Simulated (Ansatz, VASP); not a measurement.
Al3GaN4 in VASP and in Ansatz

File INCAR:

```
SYSTEM = Al3GaN4
PREC     = Accurate       ! precision mode
ENCUT    = 520            ! plane-wave cutoff, eV
EDIFF    = 1E-6           ! SCF threshold, eV
ISMEAR   = 0              ! smearing method
SIGMA    = 0.05           ! smearing width, eV
LREAL    = Auto         
LASPH    = .True.         ! aspherical terms in the spheres
NELM     = 80             ! most SCF steps
ALGO     = Normal         ! electronic algorithm
ISIF     = 2              ! what is computed and relaxed
LWAVE    = .False.        ! write WAVECAR
LCHARG   = .False.        ! write CHGCAR
GGA      = PS             ! functional
NBANDS   = 56             ! bands
```

KPOINTS

```
regular mesh
0
Gamma
  5 7 2
  0 0 0
```

File POSCAR:

```
Al3GaN4
1.0
   -5.0434079721      0.0000000000     -0.0001149904
    0.0000000000     -3.1300738967      0.0000000000
   -0.0065751150      0.0000000000     15.3359838882
Al Ga N
6 2 8
Direct
    0.5000721104      0.5000000000      0.5894331952
    0.4998910107      0.5000000000      0.2361469630
    0.9991401285      0.5000000000      0.1186708212
    0.9993212282      0.5000000000      0.4719570534
    0.9992438526      1.0000000000      0.6475004045
    0.9990627529      1.0000000000      0.2942141723
    0.5006085847      1.0000000000      0.0591051051
    0.5007896844      1.0000000000      0.4123913373
    0.8888578466      1.0000000000      0.0591504490
    0.8890389463      1.0000000000      0.4124366812
    0.8778477972      0.5000000000      0.5893725355
    0.8776666975      0.5000000000      0.2360863032
    0.3749383284      0.5000000000      0.1205738900
    0.3751194281      0.5000000000      0.4738601222
    0.3771427431      1.0000000000      0.6455927296
    0.3769616434      1.0000000000      0.2923064973
```

Input for Ansatz:

```yaml
crystal:
  lattice:
    - [-5.0434079721, 0.0, -0.0001149904]
    - [0.0, -3.1300738967, 0.0]
    - [-0.006575115, 0.0, 15.3359838882]
  atoms:
    - { symbol: Al, position: [0.5000721104, 0.5, 0.5894331952] }
    - { symbol: Al, position: [0.4998910107, 0.5, 0.236146963] }
    - { symbol: Al, position: [0.9991401285, 0.5, 0.1186708212] }
    - { symbol: Al, position: [0.9993212282, 0.5, 0.4719570534] }
    - { symbol: Al, position: [0.9992438526, 1.0, 0.6475004045] }
    - { symbol: Al, position: [0.9990627529, 1.0, 0.2942141723] }
    - { symbol: Ga, position: [0.5006085847, 1.0, 0.0591051051] }
    - { symbol: Ga, position: [0.5007896844, 1.0, 0.4123913373] }
    - { symbol: "N", position: [0.8888578466, 1.0, 0.059150449] }
    - { symbol: "N", position: [0.8890389463, 1.0, 0.4124366812] }
    - { symbol: "N", position: [0.8778477972, 0.5, 0.5893725355] }
    - { symbol: "N", position: [0.8776666975, 0.5, 0.2360863032] }
    - { symbol: "N", position: [0.3749383284, 0.5, 0.12057389] }
    - { symbol: "N", position: [0.3751194281, 0.5, 0.4738601222] }
    - { symbol: "N", position: [0.3771427431, 1.0, 0.6455927296] }
    - { symbol: "N", position: [0.3769616434, 1.0, 0.2923064973] }
basis:
  ecutwfc: 420
kpoints:
  mp_grid: { grid: [5, 7, 2] }
hamiltonian:
  xc: pbesol
scf:
  occupations: { method: gaussian, width: 0.05 }
output:
  forces: true
  stress: true
  eigenvalues: true
```

Alike in both runs: task single point; functional PBEsol; k mesh 5 × 7 × 2; occupations gaussian, width 0.05 eV; no spin polarisation.

|  | VASP | Ansatz |
| --- | --- | --- |
| version | VASP 6.6.1 | Ansatz 0.2.0 |
| potentials or method | VASP PAW PBE potentials, release 64 (Al, Ga_d, N), cutoff 520 eV | scalar-relativistic, plane waves, PAW |
| valence electrons in the cell | 84 | 84 |

|  | VASP | Ansatz | Ansatz less VASP |
| --- | --- | --- | --- |
| gap on the k mesh at the Fermi level (eV) | 1.14 | 1.14 | +0.007 |
| least direct gap on the mesh (eV) | 1.19 | 1.20 | +0.005 |
| pressure (GPa) | -2.7 | -2.7 | +0.03 |
| traceless stress, the component that is largest in VASP (GPa) | -3.35 | -3.37 | -0.017 |
| rms of the force components (eV/Å) | 0.759 | 0.761 | +0.0018 |

VASP's potentials were made for PBE, not for PBEsol. Atom by atom the forces differ by 0.007 eV/Å (rms over components).
